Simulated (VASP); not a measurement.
# Pd: single point with PBEsol

Crystal: Pd.

```
Pd
1.0
     2.51591    0.00000    0.00000
     0.00000    2.51591    0.00000
     0.00000    0.00000    2.51591
Pd
1
Direct
  0.00000 0.00000 0.00000
```

```json
{
  "Program": "VASP 6.6.1",
  "Task": "single point",
  "Functional": "PBEsol",
  "Potentials or basis": "VASP PAW PBE potentials, release 64 (Pd)",
  "Cutoff": "520 eV",
  "k mesh": "9 × 9 × 9",
  "Occupations": "gaussian, width 0.1 eV",
  "Spin": "no spin polarisation"
}
```

* Pressure: 9.5 GPa
* Band gap on the k mesh: zero (band 5 reaches 9.82 eV, above the bottom of band 6 at 8.00 eV)

Levels at points of the mesh, in eV from the Fermi level:
```tsv
k point	band 2	band 3	band 4	band 5	band 6	band 7	band 8	band 9
(0.00, 0.00, 0.00)	-5.19	-5.19	0.14	0.14	0.14	17.29	17.29	17.29
```

Wall time 3.2 s on 1 thread of Intel(R) Xeon(R) 6975P-C (Granite Rapids), on a shared host, peak memory 0.12 GiB.

Caveat: the PAW data sets were made with another functional, which shifts forces and pressure a little.
